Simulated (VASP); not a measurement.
Crystal: Si.

```
Si
1.0
     0.00000    2.71550    2.71550
     2.71550    0.00000    2.71550
     2.71550    2.71550    0.00000
Si
2
Direct
  0.00000 0.00000 0.00000
  0.25000 0.25000 0.25000
```

Base run:

```yaml
Program: VASP 6.6.1
Functional: r2SCAN
Potentials_or_basis: VASP PAW PBE potentials, release 64 (Si)
Cutoff: 440 eV
k_mesh: 12 × 12 × 12
Occupations: gaussian, width 0.01 eV
Spin: no spin polarisation
```

Its results: band gap on the k mesh 0.77 eV (least direct gap 2.76 eV); pressure 0.5 GPa.

Q: The run is repeated on the same cell with these changes: functional from r2SCAN to PBE; cutoff from 440 eV to 400 eV. What comes out?

A: Band gap on the k mesh 0.57 eV (least direct gap 2.57 eV); pressure 1.9 GPa.

Caveats: the PAW data sets were made with another functional, which shifts forces and pressure a little (at least some runs).

A k mesh can miss the band edges.
